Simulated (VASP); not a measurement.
# Zn (Im-3m) in VASP: further runs

The runs below take Zn through single point, with r2SCAN.

All numbers are computed with VASP 6.6.1; they aren't measurements. Logs are shortened: lines on timing, memory, paths and dates and some standing lists are left out, and cuts for length are marked.

### Step 1. The cell of the first run

The structure is cubic, space group Im-3m (No. 229). The conventional cell has a = 3.185 Å, b = 3.185 Å, c = 3.185 Å, α = 90.00°, β = 90.00°, γ = 90.00°. Within 3.6 Å of Zn (site symmetry m-3m) lie 14 Zn at 2.76 to 3.19 Å.

### Step 2. Single point, r2SCAN (volume scaled by 1.12)

Input file POSCAR:

```
Zn
1.0
   -1.5927167436      1.5927167436      1.5927167436
    1.5927167436     -1.5927167436      1.5927167436
    1.5927167436      1.5927167436     -1.5927167436
Zn
1
Direct
    0.0000000000      0.0000000000      0.0000000000
```

Input file INCAR.step1:

```
SYSTEM = Zn
PREC     = Accurate       ! precision mode
ENCUT    = 520            ! plane-wave cutoff, eV
ISMEAR   = -1             ! smearing method
SIGMA    = 0.1            ! smearing width, eV
LREAL    = .False.        ! projectors in reciprocal space
LASPH    = .True.         ! aspherical terms in the spheres
NELM     = 80             ! most SCF steps
NBANDS   = 12             ! bands
GGA      = PE             ! functional
ALGO     = Normal         ! electronic algorithm
EDIFF    = 1E-4           ! SCF threshold, eV
LWAVE    = .True.         ! write WAVECAR
LCHARG   = .False.        ! write CHGCAR
```

Input file INCAR.step2:

```
SYSTEM = Zn
PREC     = Accurate       ! precision mode
ENCUT    = 520            ! plane-wave cutoff, eV
EDIFF    = 1E-7           ! SCF threshold, eV
ISMEAR   = -1             ! smearing method
SIGMA    = 0.1            ! smearing width, eV
LREAL    = .False.        ! projectors in reciprocal space
LASPH    = .True.         ! aspherical terms in the spheres
NELM     = 80             ! most SCF steps
ALGO     = Normal         ! electronic algorithm
ISIF     = 2              ! what is computed and relaxed
LWAVE    = .False.        ! write WAVECAR
LCHARG   = .False.        ! write CHGCAR
METAGGA  = R2SCAN         ! meta-GGA
LMIXTAU  = .True.       
NBANDS   = 12             ! bands
ISTART   = 1
```

Input file KPOINTS:

```
Automatic mesh
0
Gamma
  16 16 16
  0 0 0
```

Potentials or basis: VASP PAW PBE potentials, release 64 (Zn).

Launch:

```
> cat potpaw_PBE.64/Zn/POTCAR > POTCAR
> cp INCAR.step1 INCAR
> mpirun -np 1 vasp_std > vasp.out
> cp INCAR.step2 INCAR
> mpirun -np 1 vasp_std > vasp.out
```

OUTCAR:

```text
SYSTEM = Zn
   PREC = Accurate
   ENCUT = 520
   EDIFF = 1E-7
   ISMEAR = -1
   LREAL = .False.
   LASPH = .True.
   NELM = 80
   ISIF = 2
   METAGGA = R2SCAN
   ISTART = 1

 ion  position               nearest neighbor table
   1  0.000  0.000  0.000-

  LATTYP: Found a body centered cubic cell.
 ALAT       =     3.1854334872

  Lattice vectors:

 A1 = (  -1.5927167436,   1.5927167436,   1.5927167436)
 A2 = (   1.5927167436,  -1.5927167436,   1.5927167436)
 A3 = (   1.5927167436,   1.5927167436,  -1.5927167436)

Analysis of symmetry for initial positions (statically):
=====================================================================
 Subroutine PRICEL returns:
 Original cell was already a primitive cell.

 Routine SETGRP: Setting up the symmetry group for a
 body centered cubic supercell.

 Subroutine GETGRP returns: Found 48 space group operations
 (whereof 48 operations were pure point group operations)
 out of a pool of 48 trial point group operations.

The static configuration has the point symmetry O_h .

Analysis of symmetry for dynamics (positions and initial velocities):
=====================================================================
 Subroutine PRICEL returns:
 Original cell was already a primitive cell.

 Routine SETGRP: Setting up the symmetry group for a
 body centered cubic supercell.

 Subroutine GETGRP returns: Found 48 space group operations
 (whereof 48 operations were pure point group operations)
 out of a pool of 48 trial point group operations.

The dynamic configuration has the point symmetry O_h .

 Subroutine INISYM returns: Found 48 space group operations
 (whereof 48 operations are pure point group operations),
 and found     1 'primitive' translations

----------------------------------------------------------------------------------------

                                     Primitive cell

  volume of cell :      16.1613

  direct lattice vectors                    reciprocal lattice vectors
    -1.592716744  1.592716744  1.592716744     0.000000000  0.313929016  0.313929016
     1.592716744 -1.592716744  1.592716744     0.313929016  0.000000000  0.313929016
     1.592716744  1.592716744 -1.592716744     0.313929016  0.313929016  0.000000000

  length of vectors
     2.758666322  2.758666322  2.758666322     0.443962672  0.443962672  0.443962672

  position of ions in fractional coordinates (direct lattice)
     0.000000000  0.000000000  0.000000000

  ion indices of the primitive-cell ions
   primitive index   ion index
                 1           1

----------------------------------------------------------------------------------------

 KPOINTS: Automatic mesh

Automatic generation of k-mesh.
 Grid dimensions read from file:
 generate k-points for:   16   16   16

 Generating k-lattice:

  Cartesian coordinates                     Fractional coordinates (reciprocal lattice)
     0.000000000  0.019620563  0.019620563     0.062500000  0.000000000  0.000000000
     0.019620563  0.000000000  0.019620563     0.000000000  0.062500000  0.000000000
     0.019620563  0.019620563  0.000000000     0.000000000  0.000000000  0.062500000

  Length of vectors
     0.027747667  0.027747667  0.027747667

  Shift w.r.t. Gamma in fractional coordinates (k-lattice)
     0.000000000  0.000000000  0.000000000

 Subroutine IBZKPT returns following result:
 ===========================================

 Found    145 irreducible k-points:

 Following reciprocal coordinates:
            Coordinates               Weight
  0.000000  0.000000  0.000000      1.000000
  0.062500  0.000000  0.000000     12.000000
  0.125000  0.000000  0.000000     12.000000
  0.187500  0.000000  0.000000     12.000000
  0.250000  0.000000  0.000000     12.000000
  0.312500  0.000000  0.000000     12.000000
[... 16 lines left out ...]
  0.187500  0.187500  0.000000     24.000000
  0.250000  0.187500  0.000000     48.000000
 [... further k-points ...]
   k-points           NKPTS =    145   k-points in BZ     NKDIM =    145   number of bands    NBANDS=     12
   number of dos      NEDOS =    301   number of ions     NIONS =      1
   total plane-waves  NPLWV =  13824
   dimension x,y,z NGX =    24 NGY =   24 NGZ =   24
   dimension x,y,z NGXF=    48 NGYF=   48 NGZF=   48
   ions per type =               1
   NGX,Y,Z   is equivalent  to a cutoff of  14.46, 14.46, 14.46 a.u.
   NGXF,Y,Z  is equivalent  to a cutoff of  28.93, 28.93, 28.93 a.u.
 SYSTEM =  Zn
   PREC   = accura    normal or accurate (medium, high low for compatibility)
   ISTART =      1    job   : 0-new  1-cont  2-samecut
   ICHARG =      0    charge: 1-file 2-atom 10-const
   ISPIN  =      1    spin polarized calculation?
   LNONCOLLINEAR =      F non collinear calculations
   LSORBIT =      F    spin-orbit coupling
   LASPH  =      T    aspherical Exc in radial PAW
   ENCUT  =  520.0 eV  38.22 Ry    6.18 a.u.   5.13  5.13  5.13*2*pi/ulx,y,z
   NELM   =     80;   NELMIN=  2; NELMDL=  0     # of ELM steps
   EDIFF  = 0.1E-06   stopping-criterion for ELM
   LREAL  =      F    real-space projection
   EDIFFG = 0.1E-05   stopping-criterion for IOM
   NSW    =      0    number of steps for IOM
   IBRION =     -1    ionic relax: 0-MD 1-quasi-New 2-CG
   NFREE  =      0    steps in history (QN), initial steepest desc. (CG)
   ISIF   =      2    stress and relaxation
   ISYM   =      2    0-nonsym 1-usesym 2-fastsym
   POTIM  = 0.5000    time-step for ionic-motion
   TEBEG  =    0.0;   TEEND  =   0.0 temperature during run
   PSTRESS=    0.0 pullay stress
   NELECT =      12.0000    total number of electrons
   NUPDOWN=      -1.0000    fix difference up-down
   EMIN   =  10.00;   EMAX   =-10.00  energy-range for DOS
   EFERMI =   0.00;   METHOD = LEGACY
   ISMEAR =    -1;   SIGMA  =   0.10  broadening in eV -4-tet -1-fermi 0-gaus
   EFERMI_NEDOS =   21; number of points for ismear=-14 and -15
   IALGO  =     38    algorithm
   IMIX   =      4    mixing-type and parameters
     AMIX     =   0.40;   BMIX     =  1.00
     AMIX_MAG =   1.60;   BMIX_MAG =  1.00
  volume/ion in A,a.u.               =      16.16       109.06
  Fermi-wavevector in a.u.,A,eV,Ry     =   1.482439  2.801403 29.900491  2.197624
  Thomas-Fermi vector in A             =   2.596225
   LORBIT       =      0    0 simple, 1 ext, 2 COOP (PROOUT), +10 PAW based schemes
   METAGGA = R2SCAN    functional components
   LHFCALC =     F    Hartree Fock is set to
   AEXX    =    0.0000 exact exchange contribution
   IVDW    =     0    specifies the selected vdW correction
   LEPSILON=     F    determine dielectric tensor
   LRPA    =     F    only Hartree local field effects (RPA)
 non-spin polarized calculation
  energy-cutoff  :      520.00
  volume of cell :       16.16
 maximum number of plane-waves:       466
 NGX is ok and might be reduce to    24
   NGX = 11   NGY = 11   NGZ = 11

 number of electron      12.0000011 magnetization

 Free energy of the ion-electron system (eV)
  ---------------------------------------------------
  ext. energy  EPLUGINS =         0.00000000
  ---------------------------------------------------
  free energy    TOTEN  =        -8.76623992 eV

  energy without entropy =       -8.75661850  energy(sigma->0) =       -8.76142921

 E-fermi :   2.7040     XC(G=0): -12.3188

 val. band max:        2.6540147998   @ k =   0.3750   0.1250   0.0625
 cond. band min:       2.7074856326   @ k =   0.3750   0.2500  -0.0000
 fundamental gap:      0.0534708328
 Fermi energy:         2.7040210828

 k-point     1 :       0.0000    0.0000    0.0000
  band No.  band energies     occupation
      1      -7.8074      2.00000
      2      -5.3067      2.00000
      3      -5.3065      2.00000
      4      -5.3065      2.00000
      5      -4.8444      2.00000
      6      -4.8444      2.00000
      7      22.0252      0.00000
      8      22.0252      0.00000
      9      22.0253      0.00000
     10      23.9747      0.00000
     11      23.9748      0.00000
     12      23.9748      0.00000

 k-point     2 :       0.0625    0.0000    0.0000
  band No.  band energies     occupation
      1      -7.6819      2.00000
      2      -5.3174      2.00000
      3      -5.3040      2.00000
      4      -5.2796      2.00000
      5      -4.8546      2.00000
      6      -4.8438      2.00000
      7      20.2361      0.00000
      8      21.0723      0.00000
      9      21.5029      0.00000
     10      22.7826      0.00000
     11      22.8697      0.00000
     12      23.6742      0.00000

 k-point     3 :       0.1250    0.0000    0.0000
  band No.  band energies     occupation
      1      -7.3127      2.00000
      2      -5.3482      2.00000
      3      -5.2937      2.00000
      4      -5.2014      2.00000
      5      -4.8786      2.00000
      6      -4.8418      2.00000
      7      17.0521      0.00000
      8      19.5180      0.00000
      9      20.2698      0.00000
     10      21.5717      0.00000
     11      21.9567      0.00000
     12      23.8616      0.00000
[... 286 lines left out ...]
 k-point    23 :       0.1875    0.1875    0.0000
  band No.  band energies     occupation
      1      -5.6838      2.00000
      2      -5.4065      2.00000
      3      -5.2376      2.00000
      4      -4.9344      2.00000
      5      -4.8024      2.00000
      6      -3.7218      2.00000
      7      10.0112      0.00000
      8      10.3773      0.00000
      9      15.7152      0.00000
     10      21.9975      0.00000
     11      22.6017      0.00000
     12      27.0053      0.00000

 k-point    24 :       0.2500    0.1875    0.0000
  band No.  band energies     occupation
      1      -5.6612      2.00000
      2      -5.4510      2.00000
      3      -5.1112      2.00000
      4      -4.9159      2.00000
      5      -4.7743      2.00000
      6      -2.5509      2.00000
      7       7.4940      0.00000
      8       9.4436      0.00000
      9      15.0034      0.00000
     10      21.6824      0.00000
     11      23.4683      0.00000
     12      27.2607      0.00000

 [... further k-points ...]
[... 5 lines left out ...]
  --------------------------------------------------------------------------------------
  -------------------------------------------------------------------------------------
  Total       -0.6815328     -0.6815328     -0.6815328      0.0000000      0.0000000     -0.0000000
  in kB      -67.5649919    -67.5649919    -67.5649919      0.0000000      0.0000000     -0.0000000
  external PRESSURE =     -67.5649919 kB  Pullay stress =       0.0000000 kB

 VOLUME and BASIS-vectors are now :
 -----------------------------------------------------------------------------
  energy-cutoff  :      520.00
  volume of cell :       16.16
      direct lattice vectors                 reciprocal lattice vectors
    -1.592716744  1.592716744  1.592716744     0.000000000  0.313929016  0.313929016
     1.592716744 -1.592716744  1.592716744     0.313929016  0.000000000  0.313929016
     1.592716744  1.592716744 -1.592716744     0.313929016  0.313929016  0.000000000

 POSITION                                       TOTAL-FORCE (eV/Angst)
 -----------------------------------------------------------------------------------
      0.00000      0.00000      0.00000        -0.000000      0.000000     -0.000000
 -----------------------------------------------------------------------------------
    total drift:                                0.000000      0.000000      0.000000

  FREE ENERGIE OF THE ION-ELECTRON SYSTEM (eV)
  ---------------------------------------------------
  free  energy   TOTEN  =        -8.7662399169 eV

  energy  without entropy=       -8.7566185022  energy(sigma->0) =       -8.76142921
```

It took 71 s on 1 thread of Intel Xeon 6975P-C, shared host; peak memory 0.16 GiB.

What came out:

| Quantity | Value |
| --- | --- |
| Free energy | -8.7662 eV |
| Pressure | -6.8 GPa |
| Band gap on the k mesh | zero (band 6 reaches 7.02 eV, above the bottom of band 7 at 1.64 eV) |

Levels at points of the mesh, in eV from the Fermi level:
| k point | band 4 | band 5 | band 6 | band 7 | band 8 | band 9 |
| --- | --- | --- | --- | --- | --- | --- |
| (0.00, 0.00, 0.00) | -8.01 | -7.55 | -7.55 | 19.32 | 19.32 | 19.32 |
| (0.50, 0.00, 0.00) | -7.52 | -7.24 | -2.70 | -1.07 | 11.56 | 13.01 |
| (0.50, 0.50, 0.50) | -7.31 | -7.31 | 4.32 | 4.32 | 4.32 | 7.58 |

Caveat: the cell differs from its parent crystal (volume scaled by 1.12); the PAW data sets were made with another functional, which shifts forces and pressure a little.

### Step 3. Single point, r2SCAN

This run uses another cell than the first one, of 14.43 Å³/atom, 0.893 times its volume.

Input file POSCAR:

```
Zn
1.0
   -1.5336721741      1.5336721741      1.5336721741
    1.5336721741     -1.5336721741      1.5336721741
    1.5336721741      1.5336721741     -1.5336721741
Zn
1
Direct
    0.0000000000      0.0000000000      0.0000000000
```

Input file INCAR.step1:

```
PREC = Accurate
ENCUT = 520
ISMEAR = -1
SIGMA = 0.1
LREAL = F
LASPH = T
NELM = 60
NBANDS = 12
GGA = PE
ALGO = Normal
EDIFF = 1E-4
LWAVE = T
LCHARG = F
```

Input file INCAR.step2:

```
PREC = Accurate
ENCUT = 520
EDIFF = 1E-6
ISMEAR = -1
SIGMA = 0.1
LREAL = F
LASPH = T
NELM = 60
ALGO = Normal
ISIF = 2
LWAVE = F
LCHARG = F
METAGGA = R2SCAN
LMIXTAU = T
NBANDS = 12
ISTART = 1
```

Input file KPOINTS:

```
regular mesh
0
Gamma
  24 24 24
```

Potentials or basis: VASP PAW PBE potentials, release 64 (Zn).

Launch:

```
> cat potpaw_PBE.64/Zn/POTCAR > POTCAR
> cp INCAR.step1 INCAR
> mpirun -np 1 vasp_std > vasp.out
> cp INCAR.step2 INCAR
> mpirun -np 1 vasp_std > vasp.out
```

It took 2.4 min on 1 thread of Intel Xeon 6975P-C, shared host; peak memory 0.19 GiB.

It converged, with:

| Property | Result |
| --- | --- |
| Free energy | -8.8040 eV |
| Pressure | 0.5 GPa |
| Band gap on the k mesh | zero (band 6 reaches 8.06 eV, above the bottom of band 7 at 2.66 eV) |

Levels at points of the mesh, in eV from the Fermi level:
| k point | band 3 | band 4 | band 5 | band 6 | band 7 | band 8 | band 9 | band 10 |
| --- | --- | --- | --- | --- | --- | --- | --- | --- |
| (0.00, 0.00, 0.00) | -8.39 | -8.39 | -7.83 | -7.83 | 21.24 | 21.24 | 21.24 | 22.21 |
| (0.50, 0.00, 0.00) | -7.86 | -7.79 | -7.45 | -3.25 | -0.92 | 12.50 | 13.75 | 16.26 |
| (0.50, 0.50, 0.50) | -7.54 | -7.54 | -7.54 | 4.47 | 4.47 | 4.47 | 8.85 | 8.85 |

Caveat: the PAW data sets were made with another functional, which shifts forces and pressure a little.
